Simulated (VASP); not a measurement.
# KTaO3 (b) (P4/mmm) in VASP: further runs, part 2 of 2

VASP 6.6.1. Earlier steps stand in the parts before.

### 3 Single point, PBEsol

File INCAR:

```
SYSTEM = KTaO3
PREC = Accurate
ENCUT = 600
EDIFF = 1E-6
ISMEAR = 0
SIGMA = 0.02
LREAL = .FALSE.
LASPH = .TRUE.
NELM = 120
ALGO = Normal
ISIF = 2
LWAVE = .FALSE.
LCHARG = .FALSE.
GGA = PS
NBANDS = 27
GGA_COMPAT = .FALSE.
```

File KPOINTS:

```
Automatic mesh
0
G
  8 8 8
  0 0 0
```

File POSCAR:

```
KTaO3
1.0
    4.1298509695      0.0000000000      0.0000000000
    0.0000000000      4.1298509695      0.0000000000
    0.0000000000      0.0000000000      3.8185013787
K Ta O
1 1 3
Direct
    0.0000000000      0.0000000000      0.0000000000
    0.5000000000      0.5000000000      0.5000000000
    0.5000000000      0.5000000000      0.0000000000
    0.5000000000      0.0000000000      0.5000000000
    0.0000000000      0.5000000000      0.5000000000
```

Potentials or basis: VASP PAW PBE potentials, release 64 (K_sv, Ta_pv, O).

Started as:

```sh
cat potpaw_PBE.64/K_sv/POTCAR potpaw_PBE.64/Ta_pv/POTCAR potpaw_PBE.64/O/POTCAR > POTCAR
mpirun -np 1 vasp_std > vasp.out
```

OUTCAR:

```text
SYSTEM = KTaO3
   PREC = Accurate
   ENCUT = 600
   EDIFF = 1E-6
   ISMEAR = 0
   LREAL = .FALSE.
   LASPH = .TRUE.
   NELM = 120
   ISIF = 2
   GGA = PS

 ion  position               nearest neighbor table
   1  0.000  0.000  0.000-   4 2.81   5 2.81   4 2.81   5 2.81   5 2.81   5 2.81   4 2.81   4 2.81
                             2 3.49   2 3.49   2 3.49   2 3.49   2 3.49   2 3.49   2 3.49   2 3.49
   2  0.500  0.500  0.500-   3 1.91   3 1.91   5 2.06   4 2.06   4 2.06   5 2.06   1 3.49   1 3.49
                             1 3.49   1 3.49   1 3.49   1 3.49   1 3.49   1 3.49
   3  0.500  0.500  0.000-   2 1.91   2 1.91
   4  0.500  0.000  0.500-   2 2.06   2 2.06   1 2.81   1 2.81   1 2.81   1 2.81
   5  0.000  0.500  0.500-   2 2.06   2 2.06   1 2.81   1 2.81   1 2.81   1 2.81

  LATTYP: Found a simple tetragonal cell.
 ALAT       =     4.1298509695
 C/A-ratio  =     0.9246099694

  Lattice vectors:

 A1 = (   4.1298509695,   0.0000000000,   0.0000000000)
 A2 = (   0.0000000000,   4.1298509695,   0.0000000000)
 A3 = (   0.0000000000,   0.0000000000,   3.8185013787)

Analysis of symmetry for initial positions (statically):
=====================================================================
 Subroutine PRICEL returns:
 Original cell was already a primitive cell.

 Routine SETGRP: Setting up the symmetry group for a
 simple tetragonal supercell.

 Subroutine GETGRP returns: Found 16 space group operations
 (whereof 16 operations were pure point group operations)
 out of a pool of 16 trial point group operations.

The static configuration has the point symmetry D_4h.

Analysis of symmetry for dynamics (positions and initial velocities):
=====================================================================
 Subroutine PRICEL returns:
 Original cell was already a primitive cell.

 Routine SETGRP: Setting up the symmetry group for a
 simple tetragonal supercell.

 Subroutine GETGRP returns: Found 16 space group operations
[... 125 lines left out ...]
   EFERMI_NEDOS =   21; number of points for ismear=-14 and -15
   IALGO  =     38    algorithm
   IMIX   =      4    mixing-type and parameters
     AMIX     =   0.40;   BMIX     =  1.00
     AMIX_MAG =   1.60;   BMIX_MAG =  1.00
  volume/ion in A,a.u.               =      13.03        87.90
  Fermi-wavevector in a.u.,A,eV,Ry     =   1.367987  2.585122 25.461804  1.871390
  Thomas-Fermi vector in A             =   2.493991
   LORBIT       =      0    0 simple, 1 ext, 2 COOP (PROOUT), +10 PAW based schemes
   GGA     = PS    functional components
   LHFCALC =     F    Hartree Fock is set to
   AEXX    =    0.0000 exact exchange contribution
   IVDW    =     0    specifies the selected vdW correction
   LEPSILON=     F    determine dielectric tensor
   LRPA    =     F    only Hartree local field effects (RPA)
 non-spin polarized calculation
 Gauss-broadening in eV      SIGMA  =   0.02
  energy-cutoff  :      600.00
  volume of cell :       65.13
 maximum number of plane-waves:      2196
 NGX is ok and might be reduce to    36
   NGX = 17   NGY = 17   NGZ = 15

 number of electron      37.9999999 magnetization

 Free energy of the ion-electron system (eV)
  ---------------------------------------------------
  ext. energy  EPLUGINS =         0.00000000
  ---------------------------------------------------
  free energy    TOTEN  =       -42.59782919 eV

  energy without entropy =      -42.59782919  energy(sigma->0) =      -42.59782919

 E-fermi :   1.6623     XC(G=0): -10.9990

 val. band max:        1.5463737197   @ k =   0.5000   0.5000   0.5000
 cond. band min:       3.4314251306   @ k =   0.0000   0.0000   0.0000
 fundamental gap:      1.8850514109
 Fermi energy:         1.6623238400

 k-point     1 :       0.0000    0.0000    0.0000
  band No.  band energies     occupation
      1     -32.8083      2.00000
      2     -32.6589      2.00000
      3     -32.6589      2.00000
      4     -25.6357      2.00000
      5     -16.3727      2.00000
      6     -15.1709      2.00000
[... 709 lines left out ...]
     26      10.9806      0.00000
     27      11.8954      0.00000

 [... further k-points ...]
[... 5 lines left out ...]
  --------------------------------------------------------------------------------------
  -------------------------------------------------------------------------------------
  Total       -5.1647550     -5.1647550      7.1645308      0.0000000     -0.0000000      0.0000000
  in kB     -127.0569998   -127.0569998    176.2530428      0.0000000     -0.0000000      0.0000000
  external PRESSURE =     -25.9536523 kB  Pullay stress =       0.0000000 kB

 VOLUME and BASIS-vectors are now :
 -----------------------------------------------------------------------------
  energy-cutoff  :      600.00
  volume of cell :       65.13
      direct lattice vectors                 reciprocal lattice vectors
     4.129850969  0.000000000  0.000000000     0.242139488  0.000000000  0.000000000
     0.000000000  4.129850969  0.000000000     0.000000000  0.242139488  0.000000000
     0.000000000  0.000000000  3.818501379     0.000000000  0.000000000  0.261882844

 POSITION                                       TOTAL-FORCE (eV/Angst)
 -----------------------------------------------------------------------------------
      0.00000      0.00000      0.00000         0.000000      0.000000      0.000000
      2.06493      2.06493      1.90925         0.000000      0.000000      0.000000
      2.06493      2.06493      0.00000         0.000000      0.000000      0.000000
      2.06493      0.00000      1.90925         0.000000      0.000000      0.000000
      0.00000      2.06493      1.90925         0.000000      0.000000      0.000000
 -----------------------------------------------------------------------------------
    total drift:                                0.000000      0.000000      0.000000

  FREE ENERGIE OF THE ION-ELECTRON SYSTEM (eV)
  ---------------------------------------------------
  free  energy   TOTEN  =       -42.5978291939 eV

  energy  without entropy=      -42.5978291939  energy(sigma->0) =      -42.59782919
```

OSZICAR:

```text
N       E                     dE             d eps       ncg     rms          rms(c)
DAV:   1     0.350743392349E+03    0.35074E+03   -0.23012E+04  4050   0.160E+03
DAV:   2    -0.288293195406E+02   -0.37957E+03   -0.36666E+03  4754   0.425E+02
DAV:   3    -0.499830659383E+02   -0.21154E+02   -0.21042E+02  5212   0.963E+01
DAV:   4    -0.505354206303E+02   -0.55235E+00   -0.55149E+00  6905   0.129E+01
DAV:   5    -0.505383658011E+02   -0.29452E-02   -0.29446E-02  5133   0.936E-01    0.331E+01
DAV:   6    -0.429271622683E+02    0.76112E+01   -0.32545E+01  4797   0.376E+01    0.129E+01
DAV:   7    -0.426909755480E+02    0.23619E+00   -0.19321E+00  5223   0.867E+00    0.912E+00
DAV:   8    -0.426185262727E+02    0.72449E-01   -0.44411E-01  4967   0.531E+00    0.236E+00
DAV:   9    -0.425996635607E+02    0.18863E-01   -0.40921E-02  5065   0.151E+00    0.397E-01
DAV:  10    -0.425979104192E+02    0.17531E-02   -0.17248E-02  5328   0.847E-01    0.278E-01
DAV:  11    -0.425978117378E+02    0.98681E-04   -0.15414E-03  5276   0.255E-01    0.343E-02
DAV:  12    -0.425978264711E+02   -0.14733E-04   -0.78671E-05  5505   0.659E-02    0.220E-02
DAV:  13    -0.425978291548E+02   -0.26837E-05   -0.20378E-05  5302   0.317E-02    0.541E-03
DAV:  14    -0.425978291939E+02   -0.39075E-07   -0.18755E-06  4395   0.103E-02
   1 F= -.42597829E+02 E0= -.42597829E+02  d E =-.560184E-19
```

stdout:

```text
POSCAR found type information on POSCAR K TaO
 POSCAR found :  3 types and       5 ions
 scaLAPACK will be used
 -----------------------------------------------------------------------------
|                                                                             |
|                                                                             |
|     You enforced a specific xc type in the INCAR file but a different       |
|     I HOPE YOU KNOW WHAT YOU ARE DOING!                                     |
|                                                                             |
 -----------------------------------------------------------------------------

 LDA part: xc-table for (Slater+PW92), standard interpolation
 POSCAR, INCAR and KPOINTS ok, starting setup
 FFT: planning ... GRIDC
 FFT: planning ... GRID_SOFT
 FFT: planning ... GRID
 WAVECAR not read
 entering main loop
```

It took 4.2 min on 1 thread of Intel Xeon 8259CL, shared host; peak memory 0.3 GiB.

Results:

```
Free energy            : -42.5978 eV
Pressure               : -2.6 GPa
Band gap on the k mesh : 1.89 eV, indirect (least direct gap 2.48 eV)
```

Stress tensor (GPa, compression positive):
```
-12.71   0.00   0.00
  0.00 -12.71   0.00
  0.00   0.00  17.63
```

Levels at points of the mesh, in eV from the valence-band top:
```
           k point  band 17  band 18  band 19  band 20  band 21  band 22
(0.00, 0.00, 0.00)    -0.65    -0.65    -0.59     1.89     2.00     2.00
(0.50, 0.00, 0.00)    -1.50    -1.04    -0.80     2.12     4.43     4.43
(0.50, 0.50, 0.00)    -2.04    -1.74    -0.07     4.46     4.46     5.57
(0.00, 0.00, 0.50)    -1.43    -0.82    -0.82     2.11     5.46     5.46
(0.50, 0.00, 0.50)    -1.27    -1.21    -0.16     4.49     5.47     6.38
(0.50, 0.50, 0.50)    -0.09    -0.09     0.00     5.72     6.49     6.49
```

Caveat: the PAW data sets were made with another functional, which shifts forces and pressure a little; spin-orbit coupling is left out, which moves the levels of the heavy elements. A k mesh can miss the band edges.
